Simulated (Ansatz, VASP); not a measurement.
One calculation of ZrSi2, two programs

```
Zr Si
1.0
     1.84174   -7.43557    0.00000
     1.84174    7.43557    0.00000
     0.00000    0.00000    3.67325
Zr Si
2 4
Direct
  0.89409 0.10591 0.25000
  0.10591 0.89409 0.75000
  0.44854 0.55146 0.75000
  0.55146 0.44854 0.25000
  0.25025 0.74975 0.25000
  0.74975 0.25025 0.75000
```

Alike in both runs: task single point; functional r2SCAN; k mesh 6 × 6 × 6; occupations gaussian, width 0.1 eV; no spin polarisation.

|  | VASP | Ansatz |
| --- | --- | --- |
| version | VASP 6.6.1 | Ansatz 0.2.0 |
| potentials or method | VASP PAW PBE potentials, release 64 (Zr_sv, Si), cutoff 520 eV | scalar-relativistic, plane waves, PAW |
| valence electrons in the cell | 40 | 40 |

|  | VASP | Ansatz | Ansatz less VASP |
| --- | --- | --- | --- |
| gap on the k mesh at the Fermi level (eV) | none | none | - |
| pressure (GPa) | 0.0 | 0.0 | +0.02 |
| traceless stress, the component that is largest in VASP (GPa) | 0.86 | 0.84 | -0.020 |
| rms of the force components (eV/Å) | 0.009 | 0.014 | +0.0044 |

VASP's potentials were made for PBE, not for r2SCAN. Atom by atom the forces differ by 0.006 eV/Å (rms over components). A gap of «none» marks a metal or a gap that the smearing closes. The functional is the same, so the differences come from potentials, cutoffs and numerics.
